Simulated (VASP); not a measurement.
# KF (Fmmm) in VASP: notebook

KF is run at these levels: LDA; tasks: single point.

Everything below comes from runs of VASP 6.6.1. Logs are shortened: lines on timing, memory, paths and dates and some standing lists are left out, and cuts for length are marked.

**1. The cell of the first run**

It takes space group Fmmm (No. 69, orthorhombic). The conventional cell has a = 5.163 Å, b = 5.525 Å, c = 5.744 Å, α = 90.00°, β = 90.00°, γ = 90.00°. K (site symmetry mmm) has 6 F at 2.58 to 2.87 Å within 3.4 Å. F (site symmetry mmm) has 6 K at 2.58 to 2.87 Å within 3.4 Å.

**2. Single point, LDA (normal strain along x +0.0700, normal strain along z +0.1125)**

Input file INCAR:

```
ALGO = Normal
EDIFF = 1E-6
ENCUT = 520
GGA = CA
ISIF = 2
ISMEAR = 0
LASPH = T
LCHARG = F
LREAL = F
LWAVE = F
NBANDS = 15
NELM = 60
PREC = Accurate
SIGMA = 0.05
```

Input file KPOINTS:

```
k-points
0
Gamma
  8 8 8
```

Input file POSCAR:

```
KF
1.0
    0.0000000000      2.5817196783      2.8721631421
    2.7624400558      0.0000000000      2.8721631421
    2.7624400558      2.5817196783      0.0000000000
K F
1 1
Direct
    0.0000000000      0.0000000000      0.0000000000
    0.5000000000      0.5000000000      0.5000000000
```

Potentials or basis: VASP PAW LDA potentials, release 64 (K_sv, F).

Launch:

```bash
$ cat potpaw_LDA.64/K_sv/POTCAR potpaw_LDA.64/F/POTCAR > POTCAR
$ mpirun -np 1 vasp_std > vasp.out
```

OUTCAR:

```text
EDIFF = 1E-6
   ENCUT = 520
   GGA = CA
   ISIF = 2
   ISMEAR = 0
   LASPH = T
   LREAL = F
   NELM = 60
   PREC = Accurate

 ion  position               nearest neighbor table
   1  0.000  0.000  0.000-   2 2.58   2 2.58   2 2.76   2 2.76
   2  0.500  0.500  0.500-   1 2.58   1 2.58   1 2.76   1 2.76

  LATTYP: Found a face centered orthorhombic cell.
 ALAT       =     5.1634393566
 B/A-ratio  =     1.0700000000
 C/A-ratio  =     1.1125000000

  Lattice vectors:

 A1 = (   2.7624400558,   0.0000000000,  -2.8721631421)
 A2 = (   0.0000000000,   2.5817196783,  -2.8721631421)
 A3 = (   2.7624400558,   2.5817196783,   0.0000000000)

Analysis of symmetry for initial positions (statically):
=====================================================================
 Subroutine PRICEL returns:
 Original cell was already a primitive cell.

 Routine SETGRP: Setting up the symmetry group for a
 face centered orthorhombic supercell.

 Subroutine GETGRP returns: Found  8 space group operations
 (whereof  8 operations were pure point group operations)
 out of a pool of  8 trial point group operations.

The static configuration has the point symmetry D_2h.

Analysis of symmetry for dynamics (positions and initial velocities):
=====================================================================
 Subroutine PRICEL returns:
 Original cell was already a primitive cell.

 Routine SETGRP: Setting up the symmetry group for a
 face centered orthorhombic supercell.

 Subroutine GETGRP returns: Found  8 space group operations
 (whereof  8 operations were pure point group operations)
 out of a pool of  8 trial point group operations.

The dynamic configuration has the point symmetry D_2h.

 Subroutine INISYM returns: Found  8 space group operations
 (whereof  8 operations are pure point group operations),
 and found     1 'primitive' translations

----------------------------------------------------------------------------------------

                                     Primitive cell

  volume of cell :      40.9676

  direct lattice vectors                    reciprocal lattice vectors
     0.000000000  2.581719678  2.872163142    -0.180999403  0.193669361  0.174084819
     2.762440056  0.000000000  2.872163142     0.180999403 -0.193669361  0.174084819
     2.762440056  2.581719678  0.000000000     0.180999403  0.193669361 -0.174084819

  length of vectors
     3.861942207  3.985021478  3.781051647     0.317134245  0.317134245  0.317134245

  position of ions in fractional coordinates (direct lattice)
     0.000000000  0.000000000  0.000000000
     0.500000000  0.500000000  0.500000000

  ion indices of the primitive-cell ions
   primitive index   ion index
                 1           1
                 2           2

----------------------------------------------------------------------------------------

 KPOINTS: k-points

Automatic generation of k-mesh.
 Grid dimensions read from file:
 generate k-points for:    8    8    8

 Generating k-lattice:

  Cartesian coordinates                     Fractional coordinates (reciprocal lattice)
    -0.022624925  0.024208670  0.021760602     0.125000000  0.000000000  0.000000000
     0.022624925 -0.024208670  0.021760602     0.000000000  0.125000000 -0.000000000
     0.022624925  0.024208670 -0.021760602    -0.000000000 -0.000000000  0.125000000

  Length of vectors
     0.039641781  0.039641781  0.039641781

  Shift w.r.t. Gamma in fractional coordinates (k-lattice)
     0.000000000  0.000000000  0.000000000

 Subroutine IBZKPT returns following result:
 ===========================================

 Found     95 irreducible k-points:

 Following reciprocal coordinates:
            Coordinates               Weight
  0.000000  0.000000  0.000000      1.000000
  0.125000 -0.000000 -0.000000      8.000000
  0.250000 -0.000000 -0.000000      8.000000
  0.375000 -0.000000  0.000000      8.000000
  0.500000 -0.000000 -0.000000      4.000000
  0.125000  0.125000  0.000000      2.000000
[... 16 lines left out ...]
  0.250000 -0.000000  0.125000      8.000000
  0.375000 -0.000000  0.125000      8.000000
 [... further k-points ...]
   k-points           NKPTS =     95   k-points in BZ     NKDIM =     95   number of bands    NBANDS=     15
   number of dos      NEDOS =    301   number of ions     NIONS =      2
   total plane-waves  NPLWV =  25200
   dimension x,y,z NGX =    30 NGY =   30 NGZ =   28
   dimension x,y,z NGXF=    60 NGYF=   60 NGZF=   56
   ions per type =               1   1
   NGX,Y,Z   is equivalent  to a cutoff of  12.91, 12.52, 12.31 a.u.
   NGXF,Y,Z  is equivalent  to a cutoff of  25.83, 25.03, 24.62 a.u.
 SYSTEM =  unknown system
   PREC   = accura    normal or accurate (medium, high low for compatibility)
   ISTART =      0    job   : 0-new  1-cont  2-samecut
   ICHARG =      2    charge: 1-file 2-atom 10-const
   ISPIN  =      1    spin polarized calculation?
   LNONCOLLINEAR =      F non collinear calculations
   LSORBIT =      F    spin-orbit coupling
   LASPH  =      T    aspherical Exc in radial PAW
   ENCUT  =  520.0 eV  38.22 Ry    6.18 a.u.   7.18  7.41  7.03*2*pi/ulx,y,z
   NELM   =     60;   NELMIN=  2; NELMDL= -5     # of ELM steps
   EDIFF  = 0.1E-05   stopping-criterion for ELM
   LREAL  =      F    real-space projection
   EDIFFG = 0.1E-04   stopping-criterion for IOM
   NSW    =      0    number of steps for IOM
   IBRION =     -1    ionic relax: 0-MD 1-quasi-New 2-CG
   NFREE  =      0    steps in history (QN), initial steepest desc. (CG)
   ISIF   =      2    stress and relaxation
   ISYM   =      2    0-nonsym 1-usesym 2-fastsym
   POTIM  = 0.5000    time-step for ionic-motion
   TEBEG  =    0.0;   TEEND  =   0.0 temperature during run
   PSTRESS=    0.0 pullay stress
   NELECT =      16.0000    total number of electrons
   NUPDOWN=      -1.0000    fix difference up-down
   EMIN   =  10.00;   EMAX   =-10.00  energy-range for DOS
   EFERMI =   0.00;   METHOD = LEGACY
   ISMEAR =     0;   SIGMA  =   0.05  broadening in eV -4-tet -1-fermi 0-gaus
   EFERMI_NEDOS =   21; number of points for ismear=-14 and -15
   IALGO  =     38    algorithm
   IMIX   =      4    mixing-type and parameters
     AMIX     =   0.40;   BMIX     =  1.00
     AMIX_MAG =   1.60;   BMIX_MAG =  1.00
  volume/ion in A,a.u.               =      20.48       138.23
  Fermi-wavevector in a.u.,A,eV,Ry     =   1.196652  2.261344 19.483211  1.431976
  Thomas-Fermi vector in A             =   2.332587
   LORBIT       =      0    0 simple, 1 ext, 2 COOP (PROOUT), +10 PAW based schemes
   GGA     = CA    functional components
   LHFCALC =     F    Hartree Fock is set to
   AEXX    =    0.0000 exact exchange contribution
   IVDW    =     0    specifies the selected vdW correction
   LEPSILON=     F    determine dielectric tensor
   LRPA    =     F    only Hartree local field effects (RPA)
 non-spin polarized calculation
 Gauss-broadening in eV      SIGMA  =   0.05
  energy-cutoff  :      520.00
  volume of cell :       40.97
 maximum number of plane-waves:      1121
 NGX is ok and might be reduce to    30
   NGX = 15   NGY = 15   NGZ = 15

 number of electron      15.9999997 magnetization

 Free energy of the ion-electron system (eV)
  ---------------------------------------------------
  ext. energy  EPLUGINS =         0.00000000
  ---------------------------------------------------
  free energy    TOTEN  =        -8.94207631 eV

  energy without entropy =       -8.94207631  energy(sigma->0) =       -8.94207631

 E-fermi :  -3.0223     XC(G=0):  -8.7800

 val. band max:       -3.3262072833   @ k =   0.0000   0.0000   0.0000
 cond. band min:       2.0094453017   @ k =   0.0000   0.0000   0.0000
 fundamental gap:      5.3356525851
 Fermi energy:        -3.0223220508

 k-point     1 :       0.0000    0.0000    0.0000
  band No.  band energies     occupation
      1     -29.2128      2.00000
      2     -21.6011      2.00000
      3     -12.7536      2.00000
      4     -12.7360      2.00000
      5     -12.7287      2.00000
      6      -3.4601      2.00000
      7      -3.4322      2.00000
      8      -3.3262      2.00000
      9       2.0094      0.00000
     10       6.6818      0.00000
     11       6.9166      0.00000
     12       7.2818      0.00000
     13       8.1303      0.00000
     14       9.0676      0.00000
     15      12.5944      0.00000

 k-point     2 :       0.1250   -0.0000   -0.0000
  band No.  band energies     occupation
      1     -29.2015      2.00000
      2     -21.6120      2.00000
      3     -12.7817      2.00000
      4     -12.7487      2.00000
      5     -12.7300      2.00000
      6      -3.5581      2.00000
      7      -3.4879      2.00000
      8      -3.4122      2.00000
      9       2.4207      0.00000
     10       6.6242      0.00000
     11       7.0140      0.00000
     12       7.3527      0.00000
     13       8.2685      0.00000
     14       9.1972      0.00000
     15      13.3453      0.00000

 k-point     3 :       0.2500   -0.0000   -0.0000
  band No.  band energies     occupation
      1     -29.1741      2.00000
      2     -21.6395      2.00000
      3     -12.8656      2.00000
      4     -12.7763      2.00000
      5     -12.7185      2.00000
      6      -3.8374      2.00000
      7      -3.5888      2.00000
      8      -3.5620      2.00000
      9       3.4544      0.00000
     10       6.2543      0.00000
     11       7.4640      0.00000
     12       7.8198      0.00000
     13       8.7500      0.00000
     14       9.5714      0.00000
     15      14.2198      0.00000

 k-point     4 :       0.3750   -0.0000    0.0000
  band No.  band energies     occupation
      1     -29.1464      2.00000
      2     -21.6672      2.00000
      3     -12.9508      2.00000
      4     -12.8017      2.00000
      5     -12.7062      2.00000
      6      -4.0904      2.00000
      7      -3.6951      2.00000
      8      -3.6851      2.00000
      9       4.5972      0.00000
     10       6.1310      0.00000
     11       7.8441      0.00000
     12       8.3574      0.00000
     13       9.6916      0.00000
     14      10.1429      0.00000
     15      12.7453      0.00000
[... 307 lines left out ...]
 k-point    22 :       0.1250    0.0000    0.1250
  band No.  band energies     occupation
      1     -29.1945      2.00000
      2     -21.6249      2.00000
      3     -12.7824      2.00000
      4     -12.7664      2.00000
      5     -12.7055      2.00000
      6      -3.6408      2.00000
      7      -3.4908      2.00000
      8      -3.4620      2.00000
      9       2.5383      0.00000
     10       6.5496      0.00000
     11       7.1246      0.00000
     12       7.3177      0.00000
     13       8.3369      0.00000
     14       9.3399      0.00000
     15      13.7373      0.00000

 k-point    23 :       0.2500   -0.0000    0.1250
  band No.  band energies     occupation
      1     -29.1709      2.00000
      2     -21.6471      2.00000
      3     -12.8397      2.00000
      4     -12.8078      2.00000
      5     -12.7048      2.00000
      6      -3.8757      2.00000
      7      -3.5597      2.00000
      8      -3.5294      2.00000
      9       3.3227      0.00000
     10       5.9861      0.00000
     11       7.6592      0.00000
     12       7.8004      0.00000
     13       8.7375      0.00000
     14       9.5762      0.00000
     15      14.7090      0.00000

 k-point    24 :       0.3750   -0.0000    0.1250
  band No.  band energies     occupation
      1     -29.1442      2.00000
      2     -21.6655      2.00000
      3     -12.9313      2.00000
      4     -12.8340      2.00000
      5     -12.7307      2.00000
      6      -4.0327      2.00000
      7      -3.6760      2.00000
      8      -3.6244      2.00000
      9       4.4482      0.00000
     10       5.7468      0.00000
     11       8.0491      0.00000
     12       8.2921      0.00000
     13       9.6425      0.00000
     14       9.9540      0.00000
     15      13.2344      0.00000

 [... further k-points ...]
[... 5 lines left out ...]
  --------------------------------------------------------------------------------------
  -------------------------------------------------------------------------------------
  Total       -1.2744834     -0.5994209     -1.4075576      0.0000000      0.0000000      0.0000000
  in kB      -49.8429491    -23.4423660    -55.0472622      0.0000000      0.0000000      0.0000000
  external PRESSURE =     -42.7775257 kB  Pullay stress =       0.0000000 kB

 VOLUME and BASIS-vectors are now :
 -----------------------------------------------------------------------------
  energy-cutoff  :      520.00
  volume of cell :       40.97
      direct lattice vectors                 reciprocal lattice vectors
     0.000000000  2.581719678  2.872163142    -0.180999403  0.193669361  0.174084819
     2.762440056  0.000000000  2.872163142     0.180999403 -0.193669361  0.174084819
     2.762440056  2.581719678  0.000000000     0.180999403  0.193669361 -0.174084819

 POSITION                                       TOTAL-FORCE (eV/Angst)
 -----------------------------------------------------------------------------------
      0.00000      0.00000      0.00000         0.000000      0.000000      0.000000
      2.76244      2.58172      2.87216         0.000000      0.000000     -0.000000
 -----------------------------------------------------------------------------------
    total drift:                                0.000000      0.000000      0.000000

  FREE ENERGIE OF THE ION-ELECTRON SYSTEM (eV)
  ---------------------------------------------------
  free  energy   TOTEN  =        -8.9420763064 eV

  energy  without entropy=       -8.9420763064  energy(sigma->0) =       -8.94207631
```

Run time: 29 s. Hardware: 1 thread of Intel Xeon Platinum 8488C (Sapphire Rapids), shared host; peak memory 0.17 GiB.

What came out:

```yaml
Free_energy: -8.9421 eV
Pressure: -4.3 GPa
Band_gap_on_the_k_mesh: 5.34 eV, direct
```

Stress tensor (GPa, compression positive):
```
-4.98  0.00  0.00
 0.00 -2.34  0.00
 0.00  0.00 -5.50
```

Levels at points of the mesh, in eV from the valence-band top:
| k point | band 4 | band 5 | band 6 | band 7 | band 8 | band 9 | band 10 | band 11 | band 12 | band 13 |
| --- | --- | --- | --- | --- | --- | --- | --- | --- | --- | --- |
| (0.00, 0.00, 0.00) | -9.41 | -9.40 | -0.13 | -0.11 | 0.00 | 5.34 | 10.01 | 10.24 | 10.61 | 11.46 |
| (0.50, 0.00, 0.00) | -9.49 | -9.37 | -0.86 | -0.42 | -0.40 | 8.38 | 9.61 | 11.29 | 11.91 | 13.71 |
| (0.50, 0.50, 0.00) | -9.58 | -9.52 | -0.42 | -0.16 | -0.05 | 7.96 | 9.61 | 10.32 | 13.15 | 13.52 |
| (0.50, 0.00, 0.50) | -9.66 | -9.63 | -0.22 | -0.19 | -0.18 | 7.57 | 9.77 | 11.29 | 13.13 | 13.56 |
| (0.00, 0.50, 0.50) | -9.64 | -9.55 | -0.35 | -0.20 | -0.06 | 7.86 | 9.60 | 10.67 | 13.09 | 13.34 |

Caveat: the cell differs from its parent crystal (normal strain along x +0.0700, normal strain along z +0.1125).

**3. Single point, LDA (normal strain along x +0.0525, normal strain along z -0.1125)**

Input file INCAR:

```
SYSTEM = KF
ALGO = Normal
EDIFF = 1E-6
ENCUT = 520
GGA = CA
ISIF = 2
ISMEAR = 0
LASPH = .True.
LCHARG = .False.
LREAL = .False.
LWAVE = .False.
NBANDS = 15
NELM = 100
PREC = Accurate
SIGMA = 0.05
```

Input file KPOINTS:

```
k-points
0
Gamma
  8 8 8
  0 0 0
```

Input file POSCAR:

```
KF
1.0
    0.0000000000      2.5817196783      2.2912762145
    2.7172599614      0.0000000000      2.2912762145
    2.7172599614      2.5817196783      0.0000000000
K F
1 1
Direct
    0.0000000000      0.0000000000      0.0000000000
    0.5000000000      0.5000000000      0.5000000000
```

Potentials or basis: VASP PAW LDA potentials, release 64 (K_sv, F).

Launch:

```bash
$ cat potpaw_LDA.64/K_sv/POTCAR potpaw_LDA.64/F/POTCAR > POTCAR
$ mpirun -np 1 vasp_std > vasp.out
```

It took 24 s on 1 thread of Intel Xeon 6975P-C (Granite Rapids), shared host; peak memory 0.16 GiB.

Results (log left out):

```
Free energy            : -8.8292 eV
Pressure               : 7.8 GPa
Band gap on the k mesh : 5.99 eV, indirect (least direct gap 6.06 eV)
```

Stress tensor (GPa, compression positive):
```
-1.74  0.00  0.00
 0.00  1.98  0.00
 0.00  0.00 23.16
```

Levels at points of the mesh, in eV from the valence-band top:
```
           k point  band 4  band 5  band 6  band 7  band 8  band 9  band 10  band 11  band 12  band 13
(0.00, 0.00, 0.00)   -8.98   -8.95   -0.72   -0.64   -0.07    5.99    10.02    10.42    11.21    11.61
(0.50, 0.00, 0.00)   -9.13   -8.82   -1.62   -1.16   -1.13    8.87    10.89    11.87    12.90    14.85
(0.50, 0.50, 0.00)   -9.59   -9.46   -0.72   -0.58   -0.01    7.06    10.86    13.07    14.08    14.42
(0.50, 0.00, 0.50)   -9.68   -9.17   -0.76   -0.67    0.00    7.70    10.40    11.98    13.99    14.06
(0.00, 0.50, 0.50)   -9.53   -9.13   -0.84   -0.66   -0.03    7.82    10.56    11.53    14.10    14.37
```

Caveat: the cell differs from its parent crystal (normal strain along x +0.0525, normal strain along z -0.1125).

**4. Single point, LDA (normal strain along x +0.0350, normal strain along z -0.0750)**

Input file INCAR:

```
SYSTEM = KF
PREC = Accurate
ENCUT = 520
EDIFF = 1E-6
ISMEAR = 0
SIGMA = 0.05
LREAL = .False.
LASPH = .True.
NELM = 80
ALGO = Normal
ISIF = 2
LWAVE = .False.
LCHARG = .True.
LELF = .True.
LVHAR = .True.
NBANDS = 15
```

Input file KPOINTS:

```
regular mesh
0
Gamma
  8 8 8
  0 0 0
```

Input file POSCAR:

```
KF
1.0
    0.0000000000      2.5817196783      2.3880907024
    2.6720798670      0.0000000000      2.3880907024
    2.6720798670      2.5817196783      0.0000000000
K F
1 1
Direct
    0.0000000000      0.0000000000      0.0000000000
    0.5000000000      0.5000000000      0.5000000000
```

Launch:

```bash
$ cat potpaw_LDA.64/K_sv/POTCAR potpaw_LDA.64/F/POTCAR > POTCAR
$ mpirun -np 1 vasp_std > vasp.out
```

Run time: 26 s. Hardware: 1 thread of Intel Xeon 6975P-C (Granite Rapids), shared host; peak memory 0.16 GiB.

It converged, with:

```yaml
Free_energy: -8.9799 eV
Pressure: 3.9 GPa
Band_gap_on_the_k_mesh: 6.24 eV, indirect (least direct gap 6.27 eV)
```

Stress tensor (GPa, compression positive):
```
-1.35  0.00  0.00
 0.00  1.22  0.00
 0.00  0.00 11.92
```

Levels at points of the mesh, in eV from the valence-band top:
```
           k point  band 5  band 6  band 7  band 8  band 9  band 10  band 11  band 12
(0.00, 0.00, 0.00)   -8.83   -0.39   -0.33   -0.03    6.24    10.33    10.58    11.10
(0.50, 0.00, 0.00)   -8.79   -1.31   -0.83   -0.80    9.07    11.02    12.11    12.81
(0.50, 0.50, 0.00)   -9.26   -0.40   -0.31   -0.04    7.44    10.82    12.87    14.14
(0.50, 0.00, 0.50)   -9.08   -0.43   -0.41    0.00    7.82    10.62    12.16    14.12
(0.00, 0.50, 0.50)   -9.06   -0.53   -0.35   -0.02    7.92    10.69    11.85    14.15
```

Caveat: the cell differs from its parent crystal (normal strain along x +0.0350, normal strain along z -0.0750). A k mesh can miss the band edges.

(Continued in part 2 of 2.)
